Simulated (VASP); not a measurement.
Write the native input for VASP 6.6.1 that does the following.

```
Task                   : single point
Functional             : PBEsol
Potentials or basis    : VASP PAW PBE potentials, release 64 (Nb_sv, As)
Cutoff                 : 520 eV
k mesh                 : 11 × 11 × 11
Occupations            : fermi-dirac, width 0.05 eV
Spin                   : no spin polarisation
Dipole correction      : no
Further INCAR settings : ALGO = Normal; EDIFF = 1e-06; NBANDS = 26
```

The structure of NbAs lies in POSCAR:

```
NbAs
1.0
   -1.6783637892      1.6783637892      5.5416905802
    1.6783637892     -1.6783637892      5.5416905802
    1.6783637892      1.6783637892     -5.5416905802
Nb As
2 2
Direct
    0.4978100864     -0.0021899136      0.5000000000
    0.7478100864      0.7478100864      0.0000000000
    0.9181899136      0.4181899136      0.5000000000
    0.1681899136      0.1681899136      0.0000000000
```

These files were run (other wordings do the same):

INCAR

```
SYSTEM = NbAs
ALGO = Normal
EDIFF = 1E-6
ENCUT = 520
GGA = PS
ISIF = 2
ISMEAR = -1
LASPH = .TRUE.
LCHARG = .FALSE.
LREAL = .FALSE.
LWAVE = .FALSE.
NBANDS = 26
NELM = 80
PREC = Accurate
SIGMA = 0.05
```

KPOINTS

```
k-points
0
G
  11 11 11
  0 0 0
```

Potentials or basis: VASP PAW PBE potentials, release 64 (Nb_sv, As).

Launch:

```sh
$ cat potpaw_PBE.64/Nb_sv/POTCAR potpaw_PBE.64/As/POTCAR > POTCAR
$ mpirun -np 1 vasp_std > vasp.out
```

It gave:

```json
{
 "Pressure": "20.3 GPa"
}
```

Caveat: the cell stands under pressure; the PAW data sets were made with another functional, which shifts forces and pressure a little.

It took 3.4 min on 1 thread of Intel(R) Xeon(R) 6975P-C (Granite Rapids) (shared host), peak memory 0.43 GiB.
